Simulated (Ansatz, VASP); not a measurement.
**Two plane-wave programs on Ta2N**

INCAR

```
SYSTEM = Ta2N
ALGO = Normal ; EDIFF = 1E-6
ENCUT = 520 ; GGA = CA
ISIF = 2 ; ISMEAR = 0
LASPH = .TRUE. ; LCHARG = .FALSE.
LREAL = .FALSE. ; LWAVE = .FALSE.
NBANDS = 20 ; NELM = 60
PREC = Accurate ; SIGMA = 0.15
```

File KPOINTS:

```
k-points
0
G
  15 15 8
  0 0 0
```

POSCAR

```
Ta2N
1.0
    3.0618406011      0.0000000000      0.0000000000
   -1.5309203006      2.6516317429      0.0000000000
    0.0000000000      0.0000000000      5.0107231719
Ta N
2 1
Direct
    0.6666666667      0.3333333333      0.7466885012
    0.3333333333      0.6666666667      0.2533114988
    0.0000000000      0.0000000000      0.0000000000
```

Input for Ansatz:

```yaml
crystal:
  lattice:
    - [3.0618406011, 0.0, 0.0]
    - [-1.5309203006, 2.6516317429, 0.0]
    - [0.0, 0.0, 5.0107231719]
  atoms:
    - { symbol: Ta, position: [0.6666666667, 0.3333333333, 0.7466885012] }
    - { symbol: Ta, position: [0.3333333333, 0.6666666667, 0.2533114988] }
    - { symbol: "N", position: [0.0, 0.0, 0.0] }
basis:
  ecutwfc: 520.0
kpoints:
  mp_grid: { grid: [15, 15, 8] }
hamiltonian:
  xc: lda
  pseudopotentials: { kind: paw, azcp: { folder: soft_1 } }
scf:
  occupations: { method: gaussian, width: 0.15 }
output:
  forces: true
  stress: true
  eigenvalues: true
```

Change from the starting cell: engineering shear strain xy +0.0000, normal strain along z +0.0467.

Alike in both runs: task single point; functional LDA; k mesh 15 × 15 × 8; occupations gaussian, width 0.15 eV; no spin polarisation.

|  | VASP | Ansatz |
| --- | --- | --- |
| version | VASP 6.6.1 | Ansatz 0.2.0 |
| potentials or method | VASP PAW LDA potentials, release 64 (Ta_pv, N), cutoff 520 eV | scalar-relativistic, plane waves, PAW |
| valence electrons in the cell | 27 | 31 |

Ansatz gave:

* gap on the k mesh at the Fermi level (eV): none
* pressure (GPa): -12.9
* traceless stress, the component that is largest in VASP (GPa): -5.82
* rms of the force components (eV/Å): 0.007

Which values does VASP return?

gap on the k mesh at the Fermi level (eV): none; pressure (GPa): -11.6; traceless stress, the component that is largest in VASP (GPa): -5.93; rms of the force components (eV/Å): 0.029.

Ansatz warns that its potentials were made for another functional, while VASP's fit it. LDA's correlation is that of Perdew and Zunger in VASP and of Perdew and Wang (1992) in Ansatz. Atom by atom the forces differ by 0.022 eV/Å (rms over components). A gap of «none» marks a metal or a gap that the smearing closes. VASP's potentials hold 27 valence electrons a cell and Ansatz's 31, so a difference there can come from the potentials and not from the codes.

Neither program's run includes spin-orbit coupling.
